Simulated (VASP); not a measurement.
Write the native input for VASP 6.6.1 that does the following.

* Task: relaxation of cell and atoms
* Functional: revPBE
* Dispersion: D4
* Potentials or basis: VASP PAW PBE potentials, release 64 (Te, Sn_d)
* Cutoff: 600 eV
* k mesh: 7 × 7 × 7
* Occupations: fermi-dirac, width 0.05 eV
* Spin: no spin polarisation
* Dipole correction: no
* Further INCAR settings: ALGO = Normal; EDIFF = 1e-06; IBRION = 2; EDIFFG = -0.01; NSW = 60; ISIF = 3

The structure of SnTe lies in POSCAR:

```
SnTe
1.0
    3.9047000000      0.0000000000      0.0000000000
    0.0000000000      3.9047000000      0.0000000000
    0.0000000000      0.0000000000      3.9047000000
Te Sn
1 1
Direct
    0.5000000000      0.5000000000      0.5000000000
    0.0000000000      0.0000000000      0.0000000000
```

The input as run:

INCAR

```
SYSTEM = SnTe
PREC = Accurate
ENCUT = 600
EDIFF = 1E-6
ISMEAR = -1
SIGMA = 0.05
LREAL = .False.
LASPH = .True.
NELM = 100
ALGO = Normal
ISIF = 3
LWAVE = .False.
LCHARG = .False.
GGA = RE
IVDW = 13
IBRION = 2
NSW = 60
EDIFFG = -0.01
```

KPOINTS

```
Automatic mesh
0
Gamma
  7 7 7
  0 0 0
```

Potentials or basis: VASP PAW PBE potentials, release 64 (Te, Sn_d).

Run with:

```sh
$ cat potpaw_PBE.64/Te/POTCAR potpaw_PBE.64/Sn_d/POTCAR > POTCAR
$ mpirun -np 1 vasp_std > vasp.out
```

Results of the run:

```yaml
Relaxed_volume: 27.09 Å³/atom
Relaxed_cell: a = 3.784 Å, b = 3.784 Å, c = 3.784 Å, α = 90.00°, β = 90.00°, γ = 90.00°
Space_group_after_relaxing_to_0.05_Å: Pm-3m (No. 221)
Energy_gained_by_relaxing: 30.1 meV/atom
Ionic_steps: 5
Pressure_after_relaxing: 0.0 GPa
Band_gap_on_the_k_mesh: zero (band 10 reaches 8.66 eV, above the bottom of band 11 at 7.18 eV)
Dispersion_energy_per_atom: -0.782 eV
```

Caveat: the PAW data sets were made with another functional, which shifts forces and pressure a little; spin-orbit coupling is left out, which moves the levels of the heavy elements; pairwise dispersion overbinds metals, which lowers pressure and volume.

It took 28 s on 1 thread of AMD EPYC 9R45 96-Core Processor (Zen 5), on a shared host, peak memory 0.17 GiB.
